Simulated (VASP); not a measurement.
TiO2: single point with PBE+U

TiO2:

```
Ti O
1.0
     2.64037   -2.64044   -0.01970
     2.64037    2.64044   -0.01970
    -2.60455    0.00000    4.80274
Ti O
2 4
Direct
  0.12501 0.87499 0.25000
  0.87499 0.12501 0.75000
  0.32409 0.07411 0.64818
  0.67591 0.92589 0.35182
  0.92589 0.67591 0.85182
  0.07411 0.32409 0.14818
```

This cell differs from its parent crystal: atoms shifted along a free coordinate.

- Program: VASP 6.6.1
- Task: single point
- Functional: PBE
- Potentials or basis: VASP PAW PBE potentials, release 64 (Ti_sv, O)
- Cutoff: 520 eV
- k mesh: 6 × 6 × 6
- Occupations: gaussian, width 0.05 eV
- Spin: no spin polarisation
- Hubbard terms: Ti d U = 4.0 eV

```json
{
 "Pressure": "25.0 GPa",
 "Largest force": "1.856 eV/Å",
 "Band gap on the k mesh": "2.95 eV (least direct gap 3.19 eV)"
}
```

Forces in eV/Å, atoms in the order of the input:
```
Ti   0.000  0.000  0.000
Ti   0.000  0.000  0.000
O    0.014  0.000  1.856
O   -0.014  0.000 -1.856
O   -0.014  0.000 -1.856
O    0.014  0.000  1.856
```

Stress tensor (GPa, compression positive):
```
19.75  0.00  0.12
 0.00 19.75  0.00
 0.12  0.00 35.57
```

Levels at points of the mesh, in eV from the valence-band top:
| k point | band 21 | band 22 | band 23 | band 24 | band 25 | band 26 | band 27 | band 28 |
| --- | --- | --- | --- | --- | --- | --- | --- | --- |
| (0.00, 0.00, 0.00) | -0.58 | -0.58 | -0.43 | -0.43 | 2.95 | 3.74 | 5.05 | 5.05 |
| (0.50, 0.00, 0.00) | -1.89 | -0.91 | -0.69 | -0.59 | 3.98 | 4.27 | 4.33 | 4.45 |
| (0.50, 0.50, 0.00) | -1.85 | -1.85 | -0.26 | -0.26 | 3.99 | 3.99 | 4.47 | 4.47 |
| (0.00, 0.00, 0.50) | -1.09 | -1.09 | 0.00 | 0.00 | 3.33 | 3.33 | 4.70 | 4.70 |
| (0.50, 0.00, 0.50) | -1.89 | -0.91 | -0.69 | -0.59 | 3.98 | 4.27 | 4.33 | 4.45 |
| (0.50, 0.50, 0.50) | -1.85 | -1.85 | -0.26 | -0.26 | 3.99 | 3.99 | 4.47 | 4.47 |

Eigenvalues of the final occupation matrices:
| site | spin | trace | eigenvalues |
| --- | --- | --- | --- |
| site 1 d | 1 | 0.85 | 0.10 0.11 0.11 0.25 0.28 |
| site 1 d | 2 | 0.85 | 0.10 0.11 0.11 0.25 0.28 |
| site 2 d | 1 | 0.85 | 0.10 0.11 0.11 0.25 0.28 |
| site 2 d | 2 | 0.85 | 0.10 0.11 0.11 0.25 0.28 |

Wall time 70 s on 1 thread of Intel(R) Xeon(R) 6975P-C (Granite Rapids) (shared host), peak memory 0.24 GiB.

Caveat: the cell differs from its parent crystal (atoms shifted along a free coordinate); the cell stands under pressure; forces of over 1 eV/Å act on the atoms, so gaps and moduli don't describe the material at rest. A k mesh can miss the band edges.
